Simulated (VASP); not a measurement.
A run of VASP 6.6.1 is set up as follows.

Contents of INCAR:

```
  PREC = Accurate
  ENCUT = 520
  EDIFF = 1E-6
  ISMEAR = -1
  SIGMA = 0.08
  LREAL = False
  LASPH = True
  NELM = 150
  ALGO = Normal
  ISIF = 2
  LWAVE = False
  LCHARG = False
  ISPIN = 2
  MAGMOM = 0 2 2 2
  LORBIT = 11
  LMAXMIX = 4
  NBANDS = 31
```

Contents of KPOINTS:

```
Automatic mesh
0
Gamma
  9 9 9
```

Contents of POSCAR:

```
TaCo3
1.0
    3.8112906708      0.0000000000      0.0000000000
    0.0000000000      3.8112906708      0.0000000000
    0.0000000000      0.0000000000      3.8112906708
Ta Co
1 3
Direct
    0.0000000000      0.0000000000      0.0000000000
    0.0000000000      0.5000000000      0.5000000000
    0.5000000000      0.0000000000      0.5000000000
    0.5000000000      0.5000000000      0.0000000000
```

Potentials or basis: VASP PAW LDA potentials, release 64 (Ta_pv, Co).

The run is started by

```bash
$ cat potpaw_LDA.64/Ta_pv/POTCAR potpaw_LDA.64/Co/POTCAR > POTCAR
$ mpirun -np 1 vasp_std > vasp.out
```

(1) What does it give for the pressure?

(2) Estimate the net moment.

(3) Predict the site moments.

## Answers

(1) -36.4 GPa.

(2) 1.54 μB per cell.

(3) Ta -0.21; Co +0.62 μB.
